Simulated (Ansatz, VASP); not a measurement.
## Ge3Pd in VASP and in Ansatz

Contents of INCAR:

```
SYSTEM = Ge3Pd
  ALGO = Normal
  EDIFF = 1E-6
  ENCUT = 520
  GGA = PS
  ISIF = 2
  ISMEAR = -1
  LASPH = .TRUE.
  LCHARG = .FALSE.
  LREAL = .FALSE.
  LWAVE = .FALSE.
  NBANDS = 34
  NELM = 100
  PREC = Accurate
  SIGMA = 0.05
```

The input KPOINTS:

```
k-points
0
G
  7 7 7
  0 0 0
```

File POSCAR:

```
Ge3Pd
1.0
    4.2232597616      0.0000000000      0.0000000000
    0.0000000000      4.2232597616      0.0000000000
    0.0000000000      0.0000000000      4.2232597616
Pd Ge
1 3
Direct
    0.0000000000      0.0000000000      0.0000000000
    0.5000000000      0.5000000000      0.0000000000
    0.5000000000      0.0000000000      0.5000000000
    0.0000000000      0.5000000000      0.5000000000
```

The input input.yaml:

```yaml
crystal:
  lattice:
    - [4.2232597616, 0.0, 0.0]
    - [0.0, 4.2232597616, 0.0]
    - [0.0, 0.0, 4.2232597616]
  atoms:
    - { symbol: Pd, position: [0.0, 0.0, 0.0] }
    - { symbol: Ge, position: [0.5, 0.5, 0.0] }
    - { symbol: Ge, position: [0.5, 0.0, 0.5] }
    - { symbol: Ge, position: [0.0, 0.5, 0.5] }
kpoints:
  mp_grid: { grid: [7, 7, 7] }
scf:
  occupations: { method: fermi_dirac, width: 0.05 }
hamiltonian:
  xc: pbesol
  pseudopotentials: { kind: all_electron, lapw: { basis_error: 0.001 } }
output:
  forces: true
  stress: true
  eigenvalues: true
```

Change from the starting cell: volume scaled by 1.06.

Alike in both runs: task single point; functional PBEsol; k mesh 7 × 7 × 7; occupations fermi-dirac, width 0.05 eV; no spin polarisation.

```csv
,VASP,Ansatz
version,VASP 6.6.1,Ansatz 0.2.0
potentials or method,"VASP PAW PBE potentials, release 64 (Pd, Ge_d), cutoff 520 eV","all-electron LAPW, scalar-relativistic"
```

Ansatz gave:

```
gap on the k mesh at the Fermi level (eV) : none
pressure (GPa)                            : -8.6
```

Estimate VASP's values.

gap on the k mesh at the Fermi level (eV): none; pressure (GPa): -8.5.

VASP's potentials were made for PBE, not for PBEsol. A gap of «none» marks a metal or a gap that the smearing closes. Ansatz ran all-electron here, and VASP with PAW potentials.
